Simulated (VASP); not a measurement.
Write the native input for VASP 6.6.1 that does the following.

* Task: single point
* Functional: r2SCAN
* Potentials or basis: VASP PAW PBE potentials, release 64 (Ag)
* Cutoff: 520 eV
* k mesh: 13 × 13 × 13
* Occupations: fermi-dirac, width 0.6 eV
* Spin: no spin polarisation
* Dipole correction: no
* Further INCAR settings: ALGO = Normal; EDIFF = 1e-07; NBANDS = 12

Crystal: Ag.

```
Ag
1.0
     0.00000    2.05190    2.05190
     2.05190    0.00000    2.05190
     2.05190    2.05190    0.00000
Ag
1
Direct
  0.00000 0.00000 0.00000
```

These files were run (other wordings do the same):

POSCAR

```
Ag
1.0
    0.0000000000      2.0519023311      2.0519023311
    2.0519023311      0.0000000000      2.0519023311
    2.0519023311      2.0519023311      0.0000000000
Ag
1
Direct
    0.0000000000      0.0000000000      0.0000000000
```

INCAR.step1

```
SYSTEM = Ag
PREC = Accurate
ENCUT = 520
ISMEAR = -1
SIGMA = 0.6
LREAL = .False.
LASPH = .True.
NELM = 60
NBANDS = 12
GGA = PE
ALGO = Normal
EDIFF = 1E-4
LWAVE = .True.
LCHARG = .False.
```

INCAR.step2

```
SYSTEM = Ag
PREC = Accurate
ENCUT = 520
EDIFF = 1E-7
ISMEAR = -1
SIGMA = 0.6
LREAL = .False.
LASPH = .True.
NELM = 60
ALGO = Normal
ISIF = 2
LWAVE = .False.
LCHARG = .False.
METAGGA = R2SCAN
LMIXTAU = .True.
NBANDS = 12
ISTART = 1
```

KPOINTS

```
regular mesh
0
Gamma
  13 13 13
  0 0 0
```

Potentials or basis: VASP PAW PBE potentials, release 64 (Ag).

The run is started by

```console
$ cat potpaw_PBE.64/Ag/POTCAR > POTCAR
$ cp INCAR.step1 INCAR
$ mpirun -np 1 vasp_std > vasp.out
$ cp INCAR.step2 INCAR
$ mpirun -np 1 vasp_std > vasp.out
```

Results of the run:

```
Pressure : 1.0 GPa
```

Caveat: the PAW data sets were made with another functional, which shifts forces and pressure a little.

It took 48 s on 1 thread of Intel Xeon 6975P-C, on a shared host, peak memory 0.15 GiB.
